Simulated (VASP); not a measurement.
# SiO in VASP: a series of runs, part 2 of 2

VASP 6.6.1. The steps go on from the part before.

### 3 Single point, revPBE+D3(BJ)

This run uses another cell than the first one, of 10.74 Å³/atom, 0.934 times its volume.

Contents of INCAR:

```
SYSTEM = SiO
  ALGO = Normal
  EDIFF = 1E-6
  ENCUT = 520
  GGA = RE
  ISIF = 2
  ISMEAR = -1
  IVDW = 12
  LASPH = .True.
  LCHARG = .True.
  LELF = .True.
  LREAL = .False.
  LVHAR = .True.
  LWAVE = .False.
  NBANDS = 12
  NELM = 80
  PREC = Accurate
  SIGMA = 0.05
```

Contents of KPOINTS:

```
k-points
0
Gamma
  9 9 9
  0 0 0
```

Contents of POSCAR:

```
SiO
1.0
    2.7800669636      0.0000000000      0.0000000000
    0.0000000000      2.7800669636      0.0000000000
    0.0000000000      0.0000000000      2.7800669636
Si O
1 1
Direct
    0.0000000000      0.0000000000      0.0000000000
    0.5000000000      0.5000000000      0.5000000000
```

Potentials or basis: VASP PAW PBE potentials, release 64 (Si, O).

Launch:

```console
$ cat potpaw_PBE.64/Si/POTCAR potpaw_PBE.64/O/POTCAR > POTCAR
$ mpirun -np 1 vasp_std > vasp.out
```

OUTCAR:

```text
SYSTEM = SiO
   EDIFF = 1E-6
   ENCUT = 520
   GGA = RE
   ISIF = 2
   ISMEAR = -1
   IVDW = 12
   LASPH = .True.
   LREAL = .False.
   NELM = 80
   PREC = Accurate
 IVDW          = 12

 ion  position               nearest neighbor table
   1  0.000  0.000  0.000-   2 2.41   2 2.41   2 2.41   2 2.41   2 2.41   2 2.41   2 2.41   2 2.41

   2  0.500  0.500  0.500-   1 2.41   1 2.41   1 2.41   1 2.41   1 2.41   1 2.41   1 2.41   1 2.41

  LATTYP: Found a simple cubic cell.
 ALAT       =     2.7800669636

  Lattice vectors:

 A1 = (   2.7800669636,   0.0000000000,   0.0000000000)
 A2 = (   0.0000000000,   2.7800669636,   0.0000000000)
 A3 = (   0.0000000000,   0.0000000000,   2.7800669636)

Analysis of symmetry for initial positions (statically):
=====================================================================
 Subroutine PRICEL returns:
 Original cell was already a primitive cell.

 Routine SETGRP: Setting up the symmetry group for a
 simple cubic supercell.

 Subroutine GETGRP returns: Found 48 space group operations
 (whereof 48 operations were pure point group operations)
 out of a pool of 48 trial point group operations.

The static configuration has the point symmetry O_h .

Analysis of symmetry for dynamics (positions and initial velocities):
=====================================================================
 Subroutine PRICEL returns:
 Original cell was already a primitive cell.

 Routine SETGRP: Setting up the symmetry group for a
 simple cubic supercell.

 Subroutine GETGRP returns: Found 48 space group operations
 (whereof 48 operations were pure point group operations)
 out of a pool of 48 trial point group operations.

The dynamic configuration has the point symmetry O_h .

 Subroutine INISYM returns: Found 48 space group operations
 (whereof 48 operations are pure point group operations),
 and found     1 'primitive' translations

[... 119 lines left out ...]
   GGA     = RE    functional components
   LHFCALC =     F    Hartree Fock is set to
   AEXX    =    0.0000 exact exchange contribution
   IVDW    =    12    specifies the selected vdW correction
   LEPSILON=     F    determine dielectric tensor
   LRPA    =     F    only Hartree local field effects (RPA)
 non-spin polarized calculation
  energy-cutoff  :      520.00
  volume of cell :       21.49
 maximum number of plane-waves:       588
 NGX is ok and might be reduce to    24
   NGX = 11   NGY = 11   NGZ = 11

 number of electron      10.0000000 magnetization

 number of electron       9.9999999 magnetization

 Free energy of the ion-electron system (eV)
  ---------------------------------------------------
  ext. energy  EPLUGINS =         0.00000000
  ---------------------------------------------------
  free energy    TOTEN  =        -9.73204100 eV

  energy without entropy =       -9.72923005  energy(sigma->0) =       -9.73063553

 E-fermi :   8.6341     XC(G=0): -11.5337

 val. band max:        8.4016047166   @ k =   0.2222   0.2222   0.2222
 cond. band min:       8.6781651834   @ k =   0.4444   0.1111   0.1111
 fundamental gap:      0.2765604668
 Fermi energy:         8.6340506643

 k-point     1 :       0.0000    0.0000    0.0000
  band No.  band energies     occupation
      1     -11.6520      2.00000
      2       1.6604      2.00000
      3       5.1463      2.00000
      4       5.1463      2.00000
      5       5.1463      2.00000
      6      14.4135      0.00000
      7      14.4135      0.00000
      8      16.9753      0.00000
      9      16.9753      0.00000
     10      16.9753      0.00000
     11      27.8845      0.00000
     12      27.8845      0.00000
[... 331 lines left out ...]
 k-point    24 :       0.4444    0.3333    0.1111
  band No.  band energies     occupation
      1      -9.7836      2.00000
      2      -0.0922      2.00000
      3       2.0537      2.00000
      4       5.7794      2.00000
      5       5.9302      2.00000
      6      11.2326      0.00000
      7      11.9997      0.00000
      8      16.0704      0.00000
      9      18.8449      0.00000
     10      22.0606      0.00000
     11      22.8908      0.00000
     12      24.0440      0.00000

 [... further k-points ...]

------------------------ aborting loop because EDIFF is reached ----------------------------------------

 Edisp (eV)   -1.00138

 E8    (eV) :    -0.6491

  FORCE on cell =-STRESS in cart. coord.  units (eV):
  Direction    XX          YY          ZZ          XY          YZ          ZX
  --------------------------------------------------------------------------------------
  -------------------------------------------------------------------------------------
  Total      -0.02974    -0.02974    -0.02974    -0.00000     0.00000     0.00000
  in kB      -2.21746    -2.21746    -2.21746    -0.00000     0.00000     0.00000
  external pressure =       -2.22 kB  Pullay stress =        0.00 kB

 VOLUME and BASIS-vectors are now :
 -----------------------------------------------------------------------------
  energy-cutoff  :      520.00
  volume of cell :       21.49
      direct lattice vectors                 reciprocal lattice vectors
     2.780066964  0.000000000  0.000000000     0.359703566  0.000000000  0.000000000
     0.000000000  2.780066964  0.000000000     0.000000000  0.359703566  0.000000000
     0.000000000  0.000000000  2.780066964     0.000000000  0.000000000  0.359703566

 POSITION                                       TOTAL-FORCE (eV/Angst)
 -----------------------------------------------------------------------------------
      0.00000      0.00000      0.00000         0.000000      0.000000      0.000000
      1.39003      1.39003      1.39003         0.000000      0.000000      0.000000
 -----------------------------------------------------------------------------------
    total drift:                                0.000000     -0.000000     -0.000000

  FREE ENERGIE OF THE ION-ELECTRON SYSTEM (eV)
  ---------------------------------------------------
  free  energy   TOTEN  =       -10.7334179425 eV

  energy  without entropy=      -10.7306069874  energy(sigma->0) =      -10.73201246
```

OSZICAR:

```text
N       E                     dE             d eps       ncg     rms          rms(c)
DAV:   1     0.208374721918E+02    0.20837E+02   -0.52742E+03   880   0.729E+02
DAV:   2    -0.986061450112E+01   -0.30698E+02   -0.28865E+02  1040   0.143E+02
DAV:   3    -0.109351702808E+02   -0.10746E+01   -0.10720E+01  1036   0.235E+01
DAV:   4    -0.109385125978E+02   -0.33423E-02   -0.33422E-02   880   0.162E+00
DAV:   5    -0.109385240329E+02   -0.11435E-04   -0.11435E-04  1032   0.913E-02    0.693E+00
DAV:   6    -0.991609444429E+01    0.10224E+01   -0.12252E+01   840   0.186E+01    0.404E+00
DAV:   7    -0.974454513914E+01    0.17155E+00   -0.12313E+00   848   0.577E+00    0.126E+00
DAV:   8    -0.973443371327E+01    0.10111E-01   -0.12507E-01   904   0.218E+00    0.316E-01
DAV:   9    -0.973195022402E+01    0.24835E-02   -0.13047E-02   892   0.529E-01    0.806E-02
DAV:  10    -0.973203014713E+01   -0.79923E-04   -0.21956E-04   972   0.117E-01    0.314E-02
DAV:  11    -0.973204079536E+01   -0.10648E-04   -0.74858E-05   944   0.507E-02    0.645E-03
DAV:  12    -0.973204100343E+01   -0.20807E-06   -0.81108E-06   908   0.163E-02
   1 F= -.10733418E+02 E0= -.10732012E+02  d E =-.281096E-02
```

stdout:

```text
POSCAR found type information on POSCAR SiO
 POSCAR found :  2 types and       2 ions
 scaLAPACK will be used
 -----------------------------------------------------------------------------
|                                                                             |
|                                                                             |
|     You enforced a specific xc type in the INCAR file but a different       |
|     I HOPE YOU KNOW WHAT YOU ARE DOING!                                     |
|                                                                             |
 -----------------------------------------------------------------------------

 LDA part: xc-table for (Slater+PW92), standard interpolation
 POSCAR, INCAR and KPOINTS ok, starting setup
 FFT: planning ... GRIDC
 FFT: planning ... GRID_SOFT
 FFT: planning ... GRID
 WAVECAR not read
 entering main loop
```

Run time: 5.4 s. Hardware: 1 thread of Intel Xeon 6975P-C, shared host; peak memory 0.14 GiB.

What came out:

```yaml
Free_energy: -10.7334 eV
Pressure: -0.2 GPa
Band_gap_on_the_k_mesh: zero (band 5 reaches 8.68 eV, above the bottom of band 6 at 7.97 eV)
Dispersion_energy_per_atom: -0.501 eV
```

Caveat: the PAW data sets were made with another functional, which shifts forces and pressure a little; pairwise dispersion overbinds metals, which lowers pressure and volume.

### 4 Single point, revPBE+D4

This run uses another cell than the first one, of 10.78 Å³/atom, 0.937 times its volume.

Contents of INCAR:

```
  ALGO = Normal
  EDIFF = 1E-7
  ENCUT = 520
  GGA = RE
  ISIF = 2
  ISMEAR = -1
  IVDW = 13
  LASPH = True
  LCHARG = False
  LREAL = False
  LWAVE = False
  NBANDS = 12
  NELM = 60
  PREC = Accurate
  SIGMA = 0.05
```

Contents of KPOINTS:

```
k-points
0
Gamma
  9 9 9
```

Contents of POSCAR:

```
SiO
1.0
    2.7832690142      0.0000000000      0.0000000000
    0.0000000000      2.7832690142      0.0000000000
    0.0000000000      0.0000000000      2.7832690142
Si O
1 1
Direct
    0.0000000000      0.0000000000      0.0000000000
    0.5000000000      0.5000000000      0.5000000000
```

Launch:

```console
$ cat potpaw_PBE.64/Si/POTCAR potpaw_PBE.64/O/POTCAR > POTCAR
$ mpirun -np 1 vasp_std > vasp.out
```

It took 6.5 s on 1 thread of Intel Xeon 6975P-C, shared host; peak memory 0.13 GiB.

The run converged. Its results:

```
Free energy                : -10.8834 eV
Pressure                   : -0.2 GPa
Band gap on the k mesh     : zero (band 5 reaches 8.62 eV, above the bottom of band 6 at 7.93 eV)
Dispersion energy per atom : -0.574 eV
```

Levels at points of the mesh, in eV from the Fermi level:
```tsv
k point	band 3	band 4	band 5	band 6	band 7	band 8
(0.00, 0.00, 0.00)	-3.47	-3.47	-3.47	5.79	5.79	8.32
```

Caveat: the PAW data sets were made with another functional, which shifts forces and pressure a little; pairwise dispersion overbinds metals, which lowers pressure and volume.

### 5 Single point, PBE

This run uses another cell than the first one, of 11.06 Å³/atom, 0.962 times its volume.

Contents of INCAR:

```
SYSTEM = SiO
ALGO = Normal ; EDIFF = 1E-6
ENCUT = 520 ; GGA = PE
ISIF = 2 ; ISMEAR = 0
LASPH = .True. ; LCHARG = .True.
LELF = .True. ; LREAL = .False.
LVHAR = .True. ; LWAVE = .False.
NBANDS = 12 ; NELM = 60
PREC = Accurate ; SIGMA = 0.011
```

Contents of KPOINTS:

```
k-points
0
Gamma
  9 9 9
  0 0 0
```

Contents of POSCAR:

```
SiO
1.0
    2.8069700000      0.0000000000      0.0000000000
    0.0000000000      2.8069700000      0.0000000000
    0.0000000000      0.0000000000      2.8069700000
Si O
1 1
Direct
    0.0000000000      0.0000000000      0.0000000000
    0.5000000000      0.5000000000      0.5000000000
```

Potentials or basis: VASP PAW PBE potentials, release 64 (Si, O).

Launch:

```console
$ cat potpaw_PBE.64/Si/POTCAR potpaw_PBE.64/O/POTCAR > POTCAR
$ mpirun -np 1 vasp_std > vasp.out
```

OUTCAR:

```text
SYSTEM = SiO
   EDIFF = 1E-6
   ENCUT = 520
   GGA = PE
   ISIF = 2
   ISMEAR = 0
   LASPH = .True.
   LREAL = .False.
   NELM = 60
   PREC = Accurate

 ion  position               nearest neighbor table
   1  0.000  0.000  0.000-   2 2.43   2 2.43   2 2.43   2 2.43   2 2.43   2 2.43   2 2.43   2 2.43

   2  0.500  0.500  0.500-   1 2.43   1 2.43   1 2.43   1 2.43   1 2.43   1 2.43   1 2.43   1 2.43

  LATTYP: Found a simple cubic cell.
 ALAT       =     2.8069700000

  Lattice vectors:

 A1 = (   2.8069700000,   0.0000000000,   0.0000000000)
 A2 = (   0.0000000000,   2.8069700000,   0.0000000000)
 A3 = (   0.0000000000,   0.0000000000,   2.8069700000)

Analysis of symmetry for initial positions (statically):
=====================================================================
 Subroutine PRICEL returns:
 Original cell was already a primitive cell.

 Routine SETGRP: Setting up the symmetry group for a
 simple cubic supercell.

 Subroutine GETGRP returns: Found 48 space group operations
 (whereof 48 operations were pure point group operations)
 out of a pool of 48 trial point group operations.

The static configuration has the point symmetry O_h .

Analysis of symmetry for dynamics (positions and initial velocities):
=====================================================================
 Subroutine PRICEL returns:
 Original cell was already a primitive cell.

 Routine SETGRP: Setting up the symmetry group for a
 simple cubic supercell.

 Subroutine GETGRP returns: Found 48 space group operations
 (whereof 48 operations were pure point group operations)
 out of a pool of 48 trial point group operations.

The dynamic configuration has the point symmetry O_h .

 Subroutine INISYM returns: Found 48 space group operations
 (whereof 48 operations are pure point group operations),
 and found     1 'primitive' translations

----------------------------------------------------------------------------------------

                                     Primitive cell

  volume of cell :      22.1163
[... 119 lines left out ...]
   LRPA    =     F    only Hartree local field effects (RPA)
 non-spin polarized calculation
 Gauss-broadening in eV      SIGMA  =   0.01
  energy-cutoff  :      520.00
  volume of cell :       22.12
 maximum number of plane-waves:       619
 NGX is ok and might be reduce to    24
   NGX = 11   NGY = 11   NGZ = 11

 number of electron      10.0000005 magnetization

 Free energy of the ion-electron system (eV)
  ---------------------------------------------------
  ext. energy  EPLUGINS =         0.00000000
  ---------------------------------------------------
  free energy    TOTEN  =       -10.38899546 eV

  energy without entropy =      -10.38880925  energy(sigma->0) =      -10.38890235

 E-fermi :   8.1228     XC(G=0): -11.4482

 val. band max:        7.8668511567   @ k =   0.2222   0.2222   0.2222
 cond. band min:       8.1261344048   @ k =   0.4444   0.1111   0.1111
 fundamental gap:      0.2592832480
 Fermi energy:         8.1227841327

 k-point     1 :       0.0000    0.0000    0.0000
  band No.  band energies     occupation
      1     -11.7822      2.00000
      2       1.1347      2.00000
      3       4.8065      2.00000
      4       4.8065      2.00000
      5       4.8065      2.00000
      6      14.0385      0.00000
      7      14.0385      0.00000
      8      16.2056      0.00000
      9      16.2056      0.00000
     10      16.2056      0.00000
     11      27.2177      0.00000
     12      27.2177      0.00000
[... 331 lines left out ...]
 k-point    24 :       0.4444    0.3333    0.1111
  band No.  band energies     occupation
      1     -10.0042      2.00000
      2      -0.3642      2.00000
      3       1.7984      2.00000
      4       5.4058      2.00000
      5       5.4607      2.00000
      6      10.6854      0.00000
      7      11.4418      0.00000
      8      15.3336      0.00000
      9      18.2733      0.00000
     10      21.4880      0.00000
     11      22.2800      0.00000
     12      23.3200      0.00000

 [... further k-points ...]

------------------------ aborting loop because EDIFF is reached ----------------------------------------

  FORCE on cell =-STRESS in cart. coord.  units (eV):
  Direction    XX          YY          ZZ          XY          YZ          ZX
  --------------------------------------------------------------------------------------
  -------------------------------------------------------------------------------------
  Total        0.0176606      0.0176606      0.0176606      0.0000000      0.0000000      0.0000000
  in kB        1.2793859      1.2793859      1.2793859      0.0000000      0.0000000      0.0000000
  external PRESSURE =       1.2793859 kB  Pullay stress =       0.0000000 kB

 VOLUME and BASIS-vectors are now :
 -----------------------------------------------------------------------------
  energy-cutoff  :      520.00
  volume of cell :       22.12
      direct lattice vectors                 reciprocal lattice vectors
     2.806970000  0.000000000  0.000000000     0.356256034  0.000000000  0.000000000
     0.000000000  2.806970000  0.000000000     0.000000000  0.356256034  0.000000000
     0.000000000  0.000000000  2.806970000     0.000000000  0.000000000  0.356256034

 POSITION                                       TOTAL-FORCE (eV/Angst)
 -----------------------------------------------------------------------------------
      0.00000      0.00000      0.00000         0.000000      0.000000      0.000000
      1.40349      1.40349      1.40349         0.000000      0.000000      0.000000
 -----------------------------------------------------------------------------------
    total drift:                                0.000000      0.000000     -0.000000

  FREE ENERGIE OF THE ION-ELECTRON SYSTEM (eV)
  ---------------------------------------------------
  free  energy   TOTEN  =       -10.3889954625 eV

  energy  without entropy=      -10.3888092474  energy(sigma->0) =      -10.38890235
```

OSZICAR:

```text
N       E                     dE             d eps       ncg     rms          rms(c)
DAV:   1     0.204121048688E+02    0.20412E+02   -0.51491E+03   888   0.728E+02
DAV:   2    -0.106590953038E+02   -0.31071E+02   -0.29270E+02  1060   0.146E+02
DAV:   3    -0.116430369974E+02   -0.98394E+00   -0.98227E+00   988   0.224E+01
DAV:   4    -0.116457313072E+02   -0.26943E-02   -0.26942E-02   948   0.147E+00
DAV:   5    -0.116457410815E+02   -0.97743E-05   -0.97743E-05   980   0.832E-02    0.694E+00
DAV:   6    -0.106018222509E+02    0.10439E+01   -0.13331E+01   840   0.191E+01    0.413E+00
DAV:   7    -0.104019643391E+02    0.19986E+00   -0.14150E+00   852   0.605E+00    0.124E+00
DAV:   8    -0.103919425826E+02    0.10022E-01   -0.13574E-01   896   0.244E+00    0.361E-01
DAV:   9    -0.103889308617E+02    0.30117E-02   -0.11469E-02   884   0.542E-01    0.858E-02
DAV:  10    -0.103889994074E+02   -0.68546E-04   -0.23161E-04  1008   0.120E-01    0.391E-02
DAV:  11    -0.103889950110E+02    0.43964E-05   -0.49230E-05   928   0.499E-02    0.561E-03
DAV:  12    -0.103889954625E+02   -0.45154E-06   -0.56781E-06   696   0.137E-02
   1 F= -.10388995E+02 E0= -.10388902E+02  d E =-.186215E-03
```

It took 4.7 s on 1 thread of Intel Xeon 6975P-C, shared host; peak memory 0.13 GiB.

What came out:

* Free energy: -10.3890 eV
* Pressure: 0.1 GPa
* Band gap on the k mesh: zero (band 5 reaches 8.13 eV, above the bottom of band 6 at 7.55 eV)

Levels at points of the mesh, in eV from the Fermi level:
| k point | band 2 | band 3 | band 4 | band 5 | band 6 | band 7 | band 8 | band 9 |
| --- | --- | --- | --- | --- | --- | --- | --- | --- |
| (0.00, 0.00, 0.00) | -6.99 | -3.32 | -3.32 | -3.32 | 5.92 | 5.92 | 8.08 | 8.08 |

### 6 The runs side by side

| level | cell | k mesh | smearing | gap on the mesh (eV) | pressure (GPa) |
| --- | --- | --- | --- | --- | --- |
| PBE | a = 2.807, b = 2.807, c = 2.919 Å, 2 atoms | 8 × 8 × 8 | fermi-dirac 0.05 eV | none | -5.2 |
| revPBE+D3(BJ) | a = 2.780 Å, 2 atoms | 9 × 9 × 9 | fermi-dirac 0.05 eV | none | -0.2 |
| revPBE+D4 | a = 2.783 Å, 2 atoms | 9 × 9 × 9 | fermi-dirac 0.05 eV | none | -0.2 |
| PBE | a = 2.807 Å, 2 atoms | 9 × 9 × 9 | gaussian 0.011 eV | none | 0.1 |

Alike in all rows: task single point; potentials or basis VASP PAW PBE potentials, release 64 (Si, O); no spin polarisation; cutoff (eV) 520.

Caveats: the PAW data sets were made with another functional, which shifts forces and pressure a little (some runs); pairwise dispersion overbinds metals, which lowers pressure and volume (some runs).

Total energies depend on the potentials used, so only differences within one code and one set of settings carry meaning.
